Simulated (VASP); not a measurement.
**Zn: single point with r2SCAN**

Zn:

```xyz
1
Lattice="-1.3620 1.3620 1.9293 1.3620 -1.3620 1.9293 1.3620 1.3620 -1.9293" Properties=species:S:1:pos:R:3 pbc="T T T"
Zn    0.0000    0.0000    0.0000
```

This isn't the form of Zn at room conditions, which is hcp.

- Program: VASP 6.6.1
- Task: single point
- Functional: r2SCAN
- Potentials or basis: VASP PAW PBE potentials, release 64 (Zn)
- Cutoff: 520 eV
- k mesh: 8 × 8 × 8
- Occupations: gaussian, width 0.1 eV
- Spin: no spin polarisation
- Dipole correction: no
- Further INCAR settings: ALGO = Normal; EDIFF = 1e-06; NBANDS = 12

```
Pressure               : 0.5 GPa
Band gap on the k mesh : zero (bands 6 and 7 overlap by 3.60 eV)
```

Levels at points of the mesh, in eV from the Fermi level:
```csv
k point,band 2,band 3,band 4,band 5,band 6,band 7,band 8,band 9,band 10,band 11
"(0.00, 0.00, 0.00)",-7.82,-7.81,-7.81,-7.39,-7.38,20.43,20.49,20.49,20.50,22.88
"(0.50, 0.00, 0.00)",-7.82,-7.82,-7.07,-7.06,-3.07,-0.97,17.15,17.20,18.99,20.60
"(0.50, 0.50, 0.00)",-8.53,-7.08,-6.99,-6.98,-0.96,2.45,9.53,9.54,13.03,14.92
"(0.50, 0.50, 0.50)",-8.53,-7.08,-6.98,-6.98,-0.99,2.41,9.57,9.57,13.06,14.96
```

Run time: 33 s on 1 thread of Intel(R) Xeon(R) Platinum 8375C CPU @ 2.90GHz (Ice Lake) (shared host), peak memory 0.13 GiB.

Caveat: the PAW data sets were made with another functional, which shifts forces and pressure a little.
